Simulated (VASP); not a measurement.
Input of a VASP 6.6.1 run:

INCAR

```
SYSTEM = SnO
ALGO = Normal
EDIFF = 1E-6
ENCUT = 520
ISIF = 2
ISMEAR = 0
LASPH = .TRUE.
LCHARG = .FALSE.
LREAL = .FALSE.
LWAVE = .FALSE.
NBANDS = 28
NELM = 60
PREC = Accurate
SIGMA = 0.01
```

Contents of KPOINTS:

```
k-points
0
G
  4 3 3
  0 0 0
```

POSCAR

```
SnO
1.0
    3.3550050000      0.0000000000      0.0000000000
    0.0000000000      5.6741040000      0.0000000000
    0.0000000000      0.0000000000      4.2219700000
Sn O
2 2
Direct
   -0.0002435958      0.1998865570      0.5045042719
    0.4959029613      0.7547430979      0.0131854764
   -0.0168798116      0.8613497017      0.7303672715
    0.5072181167      0.0938843674      0.2050745507
```

Potentials or basis: VASP PAW LDA potentials, release 64 (Sn_d, O).

Run with:

```bash
$ cat potpaw_LDA.64/Sn_d/POTCAR potpaw_LDA.64/O/POTCAR > POTCAR
$ mpirun -np 1 vasp_std > vasp.out
```

Task: What does it give for the pressure?

Result: -3.6 GPa.

Task: Predict the largest force.

Result: 0.646 eV/Å.

Task: What does it give for the band gap on the k mesh?

Result: 1.81 eV, indirect (least direct gap 2.28 eV).

Stress tensor (GPa, compression positive):
```
-5.13 -0.19 -0.33
-0.19 -1.65  0.98
-0.33  0.98 -3.98
```

Caveat: the k points lie up to 0.50 Å⁻¹ apart; spin-orbit coupling is left out, which moves the levels of the heavy elements. A k mesh can miss the band edges.
